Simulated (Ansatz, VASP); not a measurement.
# BP: VASP beside Ansatz

```xyz
2
Lattice="0.0000 2.3087 2.2690 2.3087 0.0000 2.2690 2.3087 2.3087 0.0000" Properties=species:S:1:pos:R:3 pbc="T T T"
B     0.0000    0.0000    0.0000
P     3.4631    3.4631    3.4035
```

Change from the starting cell: strain +0.0175 x Voigt [1, 1, 0, 0, 0, 0], atoms carried along.

Alike in both runs: task single point; functional r2SCAN; k mesh 10 × 10 × 10; occupations gaussian, width 0.05 eV; no spin polarisation.

```csv
,VASP,Ansatz
version,VASP 6.6.1,Ansatz 0.2.0
potentials or method,"VASP PAW PBE potentials, release 64 (B, P), cutoff 520 eV","scalar-relativistic, plane waves, PAW"
valence electrons in the cell,8,8
```

```tsv
	VASP	Ansatz	Ansatz less VASP
gap on the k mesh at the Fermi level (eV)	1.22	1.19	-0.029
least direct gap on the mesh (eV)	3.40	3.36	-0.039
pressure (GPa)	-6.1	-5.7	+0.47
traceless stress, the component that is largest in VASP (GPa)	3.16	3.15	-0.014
```

VASP's potentials were made for PBE, not for r2SCAN.
